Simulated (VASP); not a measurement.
# Pt (Fd-3m) in VASP: notebook

Runs on Pt. Level: PBE. Tasks: single point.

Program: VASP 6.6.1. These are calculated values, not measurements. Logs are shortened: lines on timing, memory, paths and dates and some standing lists are left out, and cuts for length are marked.

## 1. The cell of the first run

The structure is cubic, space group Fd-3m (No. 227). The conventional cell has a = 5.851 Å, b = 5.851 Å, c = 5.851 Å, α = 90.00°, β = 90.00°, γ = 90.00°. Pt (site symmetry -43m) has 4 Pt at 2.53 Å within 3.3 Å.

This isn't the form of Pt at room conditions, which is fcc.

## 2. Single point, PBE, collinear spin (25.04 Å³/atom)

INCAR

```
ALGO = Normal
EDIFF = 1E-6
ENCUT = 520
GGA = PE
ISIF = 2
ISMEAR = -1
ISPIN = 2
LASPH = True
LCHARG = False
LMAXMIX = 4
LORBIT = 11
LREAL = False
LWAVE = False
MAGMOM = 0.194 0.194
NBANDS = 21
NELM = 150
PREC = Accurate
SIGMA = 0.05
```

KPOINTS

```
k-points
0
Gamma
  11 11 11
```

POSCAR

```
Pt
1.0
    0.0000000000      2.9254493452      2.9254493452
    2.9254493452      0.0000000000      2.9254493452
    2.9254493452      2.9254493452      0.0000000000
Pt
2
Direct
    0.1250000000      0.1250000000      0.1250000000
    0.8750000000      0.8750000000      0.8750000000
```

Potentials or basis: VASP PAW PBE potentials, release 64 (Pt).

The run is started by

```console
> cat potpaw_PBE.64/Pt/POTCAR > POTCAR
> mpirun -np 1 vasp_std > vasp.out
```

OUTCAR:

```text
EDIFF = 1E-6
   ENCUT = 520
   GGA = PE
   ISIF = 2
   ISMEAR = -1
   ISPIN = 2
   LASPH = True
   LORBIT = 11
   LREAL = False
   NELM = 150
   PREC = Accurate

 ion  position               nearest neighbor table
   1  0.125  0.125  0.125-   2 2.53   2 2.53   2 2.53   2 2.53
   2  0.875  0.875  0.875-   1 2.53   1 2.53   1 2.53   1 2.53

  LATTYP: Found a face centered cubic cell.
 ALAT       =     5.8508986904

  Lattice vectors:

 A1 = (   0.0000000000,   2.9254493452,   2.9254493452)
 A2 = (   2.9254493452,   0.0000000000,   2.9254493452)
 A3 = (   2.9254493452,   2.9254493452,   0.0000000000)

Analysis of symmetry for initial positions (statically):
=====================================================================
 Subroutine PRICEL returns:
 Original cell was already a primitive cell.

 Routine SETGRP: Setting up the symmetry group for a
 face centered cubic supercell.

 Subroutine GETGRP returns: Found 48 space group operations
 (whereof 12 operations were pure point group operations)
 out of a pool of 48 trial point group operations.

The static configuration has the point symmetry D_3d.
 The point group associated with its full space group is O_h .

Analysis of symmetry for dynamics (positions and initial velocities):
=====================================================================
 Subroutine PRICEL returns:
 Original cell was already a primitive cell.

 Routine SETGRP: Setting up the symmetry group for a
 face centered cubic supercell.

 Subroutine GETGRP returns: Found 48 space group operations
 (whereof 12 operations were pure point group operations)
 out of a pool of 48 trial point group operations.

The dynamic configuration has the point symmetry D_3d.
 The point group associated with its full space group is O_h .

Analysis of structural, dynamic, and magnetic symmetry:
=====================================================================
 Subroutine PRICEL returns:
 Original cell was already a primitive cell.

 Routine SETGRP: Setting up the symmetry group for a
 face centered cubic supercell.

 Subroutine GETGRP returns: Found 48 space group operations
 (whereof 12 operations were pure point group operations)
 out of a pool of 48 trial point group operations.

The overall configuration has the point symmetry D_3d.
 The point group associated with its full space group is O_h .

 Subroutine INISYM returns: Found 48 space group operations
[... 117 lines left out ...]
     AMIX_MAG =   1.60;   BMIX_MAG =  1.00
  volume/ion in A,a.u.               =      25.04       168.96
  Fermi-wavevector in a.u.,A,eV,Ry     =   1.205634  2.278318 19.776802  1.453554
  Thomas-Fermi vector in A             =   2.341325
   LORBIT       =     11    0 simple, 1 ext, 2 COOP (PROOUT), +10 PAW based schemes
   GGA     = PE    functional components
   LHFCALC =     F    Hartree Fock is set to
   AEXX    =    0.0000 exact exchange contribution
   IVDW    =     0    specifies the selected vdW correction
   LEPSILON=     F    determine dielectric tensor
   LRPA    =     F    only Hartree local field effects (RPA)
 spin polarized calculation
  energy-cutoff  :      520.00
  volume of cell :       50.07
 maximum number of plane-waves:      1363
   NGX = 15   NGY = 15   NGZ = 15

 number of electron      19.9999999 magnetization      -0.0113386

 number of electron      19.9999999 magnetization       0.0027959

 Free energy of the ion-electron system (eV)
  ---------------------------------------------------
  ext. energy  EPLUGINS =         0.00000000
  ---------------------------------------------------
  free energy    TOTEN  =       -10.04954761 eV

  energy without entropy =       -9.99993028  energy(sigma->0) =      -10.02473894

 E-fermi :   4.5570     XC(G=0): -10.2193

 val. band max:        4.5513970630   @ k =  -0.2727   0.3636   0.0909
 cond. band min:       4.5654919030   @ k =  -0.4545   0.3636   0.0000
 fundamental gap:      0.0140948400
 Fermi energy:         4.5570200994

 spin component 1

 k-point     1 :       0.0000    0.0000    0.0000
  band No.  band energies     occupation
      1      -2.1194      1.00000
      2       0.3921      1.00000
      3       0.3921      1.00000
      4       0.5111      1.00000
      5       0.5111      1.00000
      6       0.5111      1.00000
[... 565 lines left out ...]
     20      19.8843      0.00000
     21      22.0633      0.00000

 [... further k-points ...]

 spin component 2

 k-point     1 :       0.0000    0.0000    0.0000
  band No.  band energies     occupation
      1      -2.1191      1.00000
      2       0.3929      1.00000
      3       0.3929      1.00000
      4       0.5119      1.00000
      5       0.5119      1.00000
      6       0.5119      1.00000
[... 565 lines left out ...]
     20      19.8846      0.00000
     21      22.0636      0.00000

 [... further k-points ...]

------------------------ aborting loop because EDIFF is reached ----------------------------------------

  FORCE on cell =-STRESS in cart. coord.  units (eV):
  Direction    XX          YY          ZZ          XY          YZ          ZX
  --------------------------------------------------------------------------------------
  -------------------------------------------------------------------------------------
  Total       -1.3428049     -1.3428049     -1.3428049     -0.0000000      0.0000000      0.0000000
  in kB      -42.9650914    -42.9650914    -42.9650914     -0.0000000      0.0000000      0.0000000
  external PRESSURE =     -42.9650914 kB  Pullay stress =       0.0000000 kB

 VOLUME and BASIS-vectors are now :
 -----------------------------------------------------------------------------
  energy-cutoff  :      520.00
  volume of cell :       50.07
      direct lattice vectors                 reciprocal lattice vectors
     0.000000000  2.925449345  2.925449345    -0.170913915  0.170913915  0.170913915
     2.925449345  0.000000000  2.925449345     0.170913915 -0.170913915  0.170913915
     2.925449345  2.925449345  0.000000000     0.170913915  0.170913915 -0.170913915

 POSITION                                       TOTAL-FORCE (eV/Angst)
 -----------------------------------------------------------------------------------
      0.73136      0.73136      0.73136         0.000000      0.000000      0.000000
      5.11954      5.11954      5.11954        -0.000000     -0.000000     -0.000000
 -----------------------------------------------------------------------------------
    total drift:                                0.000000      0.000000     -0.000000

  FREE ENERGIE OF THE ION-ELECTRON SYSTEM (eV)
  ---------------------------------------------------
  free  energy   TOTEN  =       -10.0495476097 eV

  energy  without entropy=       -9.9999302799  energy(sigma->0) =      -10.02473894

 total charge

# of ion       s       p       d       tot
------------------------------------------
    1        0.715   0.422   7.978   9.115
    2        0.715   0.422   7.978   9.115
--------------------------------------------------
tot          1.430   0.845  15.956  18.231

 magnetization (x)

# of ion       s       p       d       tot
------------------------------------------
    1        0.000   0.000   0.001   0.002
    2        0.000   0.000   0.001   0.002
--------------------------------------------------
tot          0.000   0.000   0.003   0.003
```

stdout:

```text
POSCAR found type information on POSCAR Pt
 POSCAR found :  1 types and       2 ions
 scaLAPACK will be used
 LDA part: xc-table for (Slater+PW92), standard interpolation
 POSCAR, INCAR and KPOINTS ok, starting setup
 FFT: planning ... GRIDC
 FFT: planning ... GRID_SOFT
 FFT: planning ... GRID
 WAVECAR not read
 entering main loop
```

It took 82 s on 1 thread of Intel Xeon Platinum 8488C (Sapphire Rapids), shared host; peak memory 0.25 GiB.

What came out:

```
Free energy                                           : -10.0495 eV
Pressure                                              : -4.3 GPa
Band gap on the k mesh                                : zero (filled and empty bands overlap)
Net moment                                            : 0.00 μB per cell
Valence electrons inside the program's atomic spheres : Pt 9.12
```

Caveat: the cell stands under tension; spin-orbit coupling is left out, which moves the levels of the heavy elements.

## 3. Single point, PBE, collinear spin (26.96 Å³/atom)

This run uses another cell than the first one, of 26.96 Å³/atom.

INCAR

```
SYSTEM = Pt
  PREC = Accurate
  ENCUT = 520
  EDIFF = 1E-6
  ISMEAR = -1
  SIGMA = 0.05
  LREAL = .FALSE.
  LASPH = .TRUE.
  NELM = 150
  ALGO = Normal
  ISIF = 2
  LWAVE = .FALSE.
  LCHARG = .FALSE.
  ISPIN = 2
  MAGMOM = 0.194 0.194
  LORBIT = 11
  LMAXMIX = 4
  GGA = PE
  NBANDS = 21
```

KPOINTS

```
regular mesh
0
G
  11 11 11
  0 0 0
```

POSCAR

```
Pt
1.0
    0.0000000000      2.9986156991      2.9986156991
    2.9986156991      0.0000000000      2.9986156991
    2.9986156991      2.9986156991      0.0000000000
Pt
2
Direct
    0.1250000000      0.1250000000      0.1250000000
    0.8750000000      0.8750000000      0.8750000000
```

Potentials or basis: VASP PAW PBE potentials, release 64 (Pt).

The run is started by

```console
> cat potpaw_PBE.64/Pt/POTCAR > POTCAR
> mpirun -np 1 vasp_std > vasp.out
```

Run time: 58 s. Hardware: 1 thread of Intel Xeon Platinum 8488C (Sapphire Rapids), shared host; peak memory 0.26 GiB.

The run converged. Its results:

```
Free energy                                           : -9.8912 eV
Pressure                                              : -9.2 GPa
Net moment                                            : 1.19 μB per cell
Site moments                                          : Pt +0.57 μB
Valence electrons inside the program's atomic spheres : Pt 9.00
```

Levels at points of the mesh, in eV from the Fermi level:
Spin up:
| k point | band 8 | band 9 | band 10 | band 11 | band 12 | band 13 | band 14 | band 15 |
| --- | --- | --- | --- | --- | --- | --- | --- | --- |
| (0.00, 0.00, 0.00) | -1.73 | -1.73 | -0.32 | -0.32 | 9.54 | 10.20 | 10.53 | 10.53 |
Spin down:
| k point | band 8 | band 9 | band 10 | band 11 | band 12 | band 13 |
| --- | --- | --- | --- | --- | --- | --- |
| (0.00, 0.00, 0.00) | -1.33 | -1.33 | 0.08 | 0.08 | 9.81 | 10.25 |

Caveat: the cell stands under tension; spin-orbit coupling is left out, which moves the levels of the heavy elements.
